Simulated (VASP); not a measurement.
Crystal: In2Ge.

```
CELL_PARAMETERS angstrom
3.21860 0.00000 0.00000
-1.60930 2.78739 0.00000
0.00000 0.00000 7.88393
ATOMIC_POSITIONS crystal
In 0.33333 0.66667 0.66667
In 0.66667 0.33333 0.33333
Ge 0.00000 0.00000 0.00000
```

* Program: VASP 6.6.1
* Task: relaxation of cell and atoms
* Functional: PBE
* Potentials or basis: VASP PAW PBE potentials, release 64 (In_d, Ge_d)
* Cutoff: 600 eV
* k mesh: 6 × 6 × 2
* Occupations: gaussian, width 0.1 eV
* Spin: no spin polarisation

At the start: pressure 2.4 GPa; volume 23.58 Å³/atom.

Where does the relaxation end?

Over 9 steps the energy falls by 67.0 meV/atom and the volume is 25.02 Å³/atom (+6.1 %); space group P-3m1 (No. 164, to 0.1 Å) before and after.

Step by step:
```
step  energy change (eV)  largest force (eV/Å)  pressure (GPa)  volume (Å³)
   1              0.0000                0.5321            2.44        70.73
   2             -0.0750                0.4545           -0.25        74.45
   3             -0.0943                0.4123           -1.77        77.28
   4             -0.1576                0.3098           -1.25        76.73
   5             -0.1980                0.0688           -0.56        75.99
   6             -0.1986                0.0537           -0.20        75.65
   7             -0.1999                0.0055           -0.42        75.82
   8             -0.1999                0.0081           -0.36        75.78
   9             -0.2009                0.0044            0.02        75.05
```

Final structure:
```
In Ge
1.0
     3.44400    0.00000    0.00000
    -1.72200    2.98259    0.00000
     0.00000    0.00000    7.30622
In Ge
2 1
Direct
  0.33333 0.66667 0.68307
  0.66667 0.33333 0.31693
  0.00000 0.00000 0.00000
```

Caveat: the k points lie up to 0.43 Å⁻¹ apart in the final cell; the highest band is partly filled, so the run has too few bands.
